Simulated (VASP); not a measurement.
Set up this calculation in VASP 6.6.1, as the native input.

```yaml
Task: single point
Functional: PBE
Potentials_or_basis: VASP PAW PBE potentials, release 64 (Ga_d, As)
Cutoff: 520 eV
k_mesh: 12 × 12 × 12
Occupations: gaussian, width 0.05 eV
Spin: no spin polarisation
Dipole_correction: no
Further_INCAR_settings: ALGO = Normal; EDIFF = 1e-07; NBANDS = 16
```

The structure of GaAs lies in POSCAR:

```
GaAs
1.0
    0.0000000000      2.8655787852      2.7509556338
    2.8655787852      0.0000000000      2.7509556338
    2.8655787852      2.8655787852      0.0000000000
Ga As
1 1
Direct
    0.0000000000      0.0000000000      0.0000000000
    0.7500000000      0.7500000000      0.7500000000
```

This cell differs from its parent crystal: ratio of the length along z to the lengths across it x 0.96, volume and fractional coordinates fixed.

These files were run (other wordings do the same):

INCAR

```
PREC = Accurate
ENCUT = 520
EDIFF = 1E-7
ISMEAR = 0
SIGMA = 0.05
LREAL = False
LASPH = True
NELM = 60
ALGO = Normal
ISIF = 2
LWAVE = False
LCHARG = False
GGA = PE
NBANDS = 16
```

KPOINTS

```
regular mesh
0
Gamma
  12 12 12
```

Potentials or basis: VASP PAW PBE potentials, release 64 (Ga_d, As).

Run with:

```bash
$ cat potpaw_PBE.64/Ga_d/POTCAR potpaw_PBE.64/As/POTCAR > POTCAR
$ mpirun -np 1 vasp_std > vasp.out
```

It gave:

```yaml
Pressure: 3.5 GPa
Band_gap_on_the_k_mesh: 0.36 eV, direct
```

Wall time 110 s on 1 thread of Intel(R) Xeon(R) Platinum 8375C CPU @ 2.90GHz (Ice Lake), on a shared host, peak memory 0.26 GiB.
